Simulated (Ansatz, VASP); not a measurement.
In in VASP and in Ansatz

```
In
1.0
    -1.78739    1.78739    1.78739
     1.78739   -1.78739    1.78739
     1.78739    1.78739   -1.78739
In
1
Cartesian
  0.0000 0.0000 0.0000
```

Change from the starting cell: volume scaled by 0.921, to set the pressure.

Alike in both runs: task single point; functional LDA; k mesh 15 × 15 × 15; occupations fermi-dirac, width 0.05 eV; no spin polarisation.

|  | VASP | Ansatz |
| --- | --- | --- |
| version | VASP 6.6.1 | Ansatz 0.2.0 |
| potentials or method | VASP PAW LDA potentials, release 64 (In_d) | PAW with Ansatz's default frozen-core files, scalar-relativistic |
| plane-wave cutoff (eV) | 520 | 420 |
| valence electrons in the cell | 13 | 13 |

|  | VASP | Ansatz | Ansatz less VASP |
| --- | --- | --- | --- |
| pressure (GPa) | 5.0 | 5.0 | -0.09 |

LDA's correlation is that of Perdew and Zunger in VASP and of Perdew and Wang (1992) in Ansatz.
